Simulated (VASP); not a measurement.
## KMnF3: single point with LDA+U

Crystal: KMnF3.

```xyz
5
Lattice="4.1869 0.0000 0.0000 0.0000 4.1869 0.0000 0.0000 0.0000 4.1869" Properties=species:S:1:pos:R:3 pbc="T T T"
K     2.0934    2.0934    2.0934
Mn    0.0000    0.0000    0.0000
F     2.0934    0.0000    0.0000
F     0.0000    2.0934    0.0000
F     0.0000    0.0000    2.0934
```

```json
{
  "Program": "VASP 6.6.1",
  "Task": "single point",
  "Functional": "LDA",
  "Potentials or basis": "VASP PAW LDA potentials, release 64 (K_sv, Mn_pv, F)",
  "Cutoff": "520 eV",
  "k mesh": "5 × 5 × 5",
  "Occupations": "gaussian, width 0.05 eV",
  "Spin": "collinear spin, ferromagnetic start",
  "Starting moments": "[0.0, 5.0, 0.0, 0.0, 0.0] μB",
  "Hubbard terms": "Mn d U = 6.0 eV",
  "Dipole correction": "no",
  "Further INCAR settings": "ALGO = Normal; EDIFF = 1e-06; NBANDS = 34"
}
```

- Pressure: -3.6 GPa
- Band gap on the k mesh: 3.02 eV (least direct gap 5.56 eV)
- Net moment: 5.00 μB per cell
- Site moments: K -0.00; Mn +4.69; F +0.04 μB
- Valence electrons inside the program's atomic spheres: K 7.53; Mn 11.34; F 6.07

Levels at points of the mesh, in eV from the valence-band top:
Spin up:
```
           k point  band 20  band 21  band 22  band 23  band 24  band 25  band 26  band 27  band 28  band 29
(0.00, 0.00, 0.00)    -3.15    -3.15    -3.15    -2.78    -2.78     3.02     6.83     6.83     9.22     9.22
```
Spin down:
| k point | band 15 | band 16 | band 17 | band 18 | band 19 | band 20 | band 21 | band 22 | band 23 | band 24 |
| --- | --- | --- | --- | --- | --- | --- | --- | --- | --- | --- |
| (0.00, 0.00, 0.00) | -3.26 | -3.26 | -3.07 | -3.07 | -3.07 | 3.46 | 5.52 | 5.52 | 5.52 | 6.30 |

Eigenvalues of the final occupation matrices:
```
    site  spin  trace               eigenvalues
site 2 d     1   4.83  0.95 0.95 0.95 0.99 0.99
site 2 d     2   0.17  0.02 0.02 0.02 0.06 0.06
```

Wall time 71 s on 1 thread of Intel Xeon 8259CL (shared host), peak memory 0.18 GiB.

Caveat: the cell stands under tension; an odd mesh through Γ misses points on the zone boundary, where band edges can lie; a cell with one magnetic atom can't hold antiferromagnetic order, which such compounds often take.
